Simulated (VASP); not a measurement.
## PtPb: electric field gradients with LDA

The system is PtPb.

```xyz
4
Lattice="4.2781 0.0000 0.0000 -2.1391 3.7050 0.0000 0.0000 0.0000 5.4921" Properties=species:S:1:pos:R:3 pbc="T T T"
Pt    0.0000    2.4700    1.3730
Pt    2.1391    1.2350    4.1191
Pb    0.0000    0.0000    0.0000
Pb    0.0000    0.0000    2.7461
```

```
Program                : VASP 6.6.1
Task                   : electric field gradients
Functional             : LDA
Potentials or basis    : VASP PAW LDA potentials, release 64 (Pt, Pb_d)
Cutoff                 : 520 eV
k mesh                 : 10 × 10 × 7
Occupations            : fermi-dirac, width 0.05 eV
Spin                   : no spin polarisation
Dipole correction      : no
Further INCAR settings : ALGO = Normal; EDIFF = 1e-08; NBANDS = 32
```

```yaml
Pressure: 4.3 GPa
Band_gap_on_the_k_mesh: zero (bands 24 and 25 overlap by 2.76 eV)
Largest_electric_field_gradient_by_atom: Pt +63.8; Pb +12.3 V/Å²
```

Stress tensor (GPa, compression positive):
```
-4.05  0.00  0.00
 0.00 -4.05  0.00
 0.00  0.00 21.09
```

Levels at points of the mesh, in eV from the Fermi level:
```csv
k point,band 21,band 22,band 23,band 24,band 25,band 26,band 27,band 28
"(0.00, 0.00, 0.00)",-2.56,-2.25,-1.31,1.90,3.25,3.25,5.26,5.52
"(0.50, 0.00, 0.00)",-1.98,-1.74,-0.87,-0.80,-0.21,0.75,0.80,5.49
```

Electric field gradients, principal values (V/Å²):
```csv
atom,least,middle,greatest (by size)
1 Pt,-31.921,-31.922,63.843
2 Pt,-31.921,-31.922,63.843
3 Pb,-6.162,-6.165,12.327
4 Pb,-6.162,-6.165,12.327
```

Wall time 2.8 min on 1 thread of Intel Xeon 8259CL, on a shared host, peak memory 0.26 GiB.

Caveat: the cell stands under pressure; without QUAD_EFG the Cq values of the log hold for a quadrupole moment of 1 mb, not for the nuclei; spin-orbit coupling is left out, which moves the levels of the heavy elements.
